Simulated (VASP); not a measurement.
P: single point with PBEsol

The system is P.

```
P
1.0
     4.81004    0.00000    0.00000
     0.00000    4.81004    0.00000
     0.00000    0.00000    4.81004
P
8
Cartesian
  2.4050 2.4050 2.4050
  0.0000 0.0000 0.0000
  1.2025 0.0000 2.4050
  2.4050 1.2025 0.0000
  2.4050 3.6075 0.0000
  3.6075 0.0000 2.4050
  0.0000 2.4050 3.6075
  0.0000 2.4050 1.2025
```

| Item | Value |
| --- | --- |
| Program | VASP 6.6.1 |
| Task | single point |
| Functional | PBEsol |
| Potentials or basis | VASP PAW PBE potentials, release 64 (P) |
| Cutoff | 520 eV |
| k mesh | 4 × 4 × 4 |
| Occupations | gaussian, width 0.1 eV |
| Spin | no spin polarisation |
| Dipole correction | no |
| Further INCAR settings | ALGO = Normal; EDIFF = 1e-07; NBANDS = 30 |

```yaml
Pressure: 0.0 GPa
Band_gap_on_the_k_mesh: zero (bands 20 and 21 overlap by 0.42 eV)
```

Levels at points of the mesh, in eV from the Fermi level:
```csv
k point,band 16,band 17,band 18,band 19,band 20,band 21,band 22,band 23,band 24,band 25
"(0.00, 0.00, 0.00)",-4.46,-2.80,-2.80,-2.80,-2.21,1.09,1.09,1.09,1.30,1.30
"(0.50, 0.00, 0.00)",-3.09,-2.28,-2.28,-1.46,-1.46,0.83,0.83,1.85,1.85,2.07
"(0.50, 0.50, 0.00)",-1.79,-1.67,-1.67,-1.24,-0.84,1.09,1.92,1.95,1.95,2.40
"(0.50, 0.50, 0.50)",-0.76,-0.38,-0.38,-0.38,-0.38,-0.38,-0.38,-0.23,-0.23,-0.23
```

Wall time 33 s on 1 thread of Intel Xeon 8259CL (shared host), peak memory 0.2 GiB.

Caveat: the PAW data sets were made with another functional, which shifts forces and pressure a little.
